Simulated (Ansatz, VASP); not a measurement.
C in VASP and in Ansatz

File INCAR:

```
SYSTEM = C
PREC     = Accurate       ! precision mode
ENCUT    = 520            ! plane-wave cutoff, eV
EDIFF    = 1E-6           ! SCF threshold, eV
ISMEAR   = 0              ! smearing method
SIGMA    = 0.04           ! smearing width, eV
LREAL    = .FALSE.        ! projectors in reciprocal space
LASPH    = .TRUE.         ! aspherical terms in the spheres
NELM     = 120            ! most SCF steps
ALGO     = Normal         ! electronic algorithm
ISIF     = 2              ! what is computed and relaxed
LWAVE    = .FALSE.        ! write WAVECAR
LCHARG   = .FALSE.        ! write CHGCAR
LDIPOL   = .TRUE.       
IDIPOL   = 3            
DIPOL    = 0.5 0.5 0.622
GGA      = PS             ! functional
IVDW     = 12             ! dispersion correction
NBANDS   = 11             ! bands
GGA_COMPAT= .FALSE.      
NELMDL   = -8
```

KPOINTS

```
regular mesh
0
G
  15 15 1
  0 0 0
```

File POSCAR:

```
C
1.0
    2.4583702516      0.0000000000      0.0000000000
   -1.2291851258      2.1290110898      0.0000000000
    0.0000000000      0.0000000000     20.8608421860
C
2
Direct
    0.3333333333      0.6666666667      0.6218621753
    1.0000000000      0.0000000000      0.6213128292
```

Input for Ansatz:

```yaml
crystal:
  lattice:
    - [2.4583702516, 0.0, 0.0]
    - [-1.2291851258, 2.1290110898, 0.0]
    - [0.0, 0.0, 20.860842186]
  atoms:
    - { symbol: C, position: [0.3333333333, 0.6666666667, 0.6218621753] }
    - { symbol: C, position: [1.0, 0.0, 0.6213128292] }
basis:
  ecutwfc: 420
kpoints:
  mp_grid: { grid: [15, 15, 1] }
hamiltonian:
  xc: pbesol
  dispersion: d3bj
  pseudopotentials: { kind: paw, azcp: { folder: soft_1 } }
scf:
  occupations: { method: gaussian, width: 0.04 }
  n_extra_bands: 6
  max_iter: 160
output:
  forces: true
  eigenvalues: true
  write_density: true
  write_potential: true
  elf: true
  volumetric_format: npy
efield:
  axis: 3
  dipole_correction: true
```

Alike in both runs: task single point; functional PBEsol; dispersion D3(BJ); k mesh 15 × 15 × 1; occupations gaussian, width 0.04 eV; no spin polarisation.

```csv
,VASP,Ansatz
version,VASP 6.6.1,Ansatz 0.2.0
potentials or method,"VASP PAW PBE potentials, release 64 (C), cutoff 520 eV","scalar-relativistic, plane waves, PAW"
valence electrons in the cell,8,8
```

```tsv
	VASP	Ansatz	Ansatz less VASP
gap on the k mesh at the Fermi level (eV)	none	none	-
rms of the force components (eV/Å)	0.112	0.112	+0.0006
```

VASP's potentials were made for PBE, not for PBEsol, and Ansatz warns of the same on its side. Atom by atom the forces differ by 0.001 eV/Å (rms over components). A gap of «none» marks a metal or a gap that the smearing closes. Ansatz's warnings: xc potential rough in thin density.
